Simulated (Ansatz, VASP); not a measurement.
Fe: VASP beside Ansatz

```xyz
1
Lattice="-1.4474 1.4474 1.4474 1.4474 -1.4474 1.4474 1.4474 1.4474 -1.4474" Properties=species:S:1:pos:R:3 pbc="T T T"
Fe    0.0000    0.0000    0.0000
```

Alike in both runs: task single point; functional r2SCAN; k mesh 20 × 20 × 20; occupations gaussian, width 0.1 eV; collinear spin.

|  | VASP | Ansatz |
| --- | --- | --- |
| version | VASP 6.6.1 | Ansatz 0.2.0 |
| potentials or method | VASP PAW PBE potentials, release 64 (Fe), cutoff 520 eV | scalar-relativistic, plane waves, PAW |
| valence electrons in the cell | 8 | 16 |

```tsv
	VASP	Ansatz	Ansatz less VASP
gap on the k mesh at the Fermi level (eV)	none	none	-
pressure (GPa)	-5.8	-5.4	+0.38
net moment per atom (μB)	2.66	2.67	+0.006
size of the moment on the site where the two differ most (μB)	2.74	2.83	+0.089
```

VASP's potentials were made for PBE, not for r2SCAN. Site moments also hang on the region over which each program counts them. A gap of «none» marks a metal or a gap that the smearing closes. VASP's potentials hold 8 valence electrons a cell and Ansatz's 16, so a difference there can come from the potentials and not from the codes. Ansatz's warnings: stability check not made.
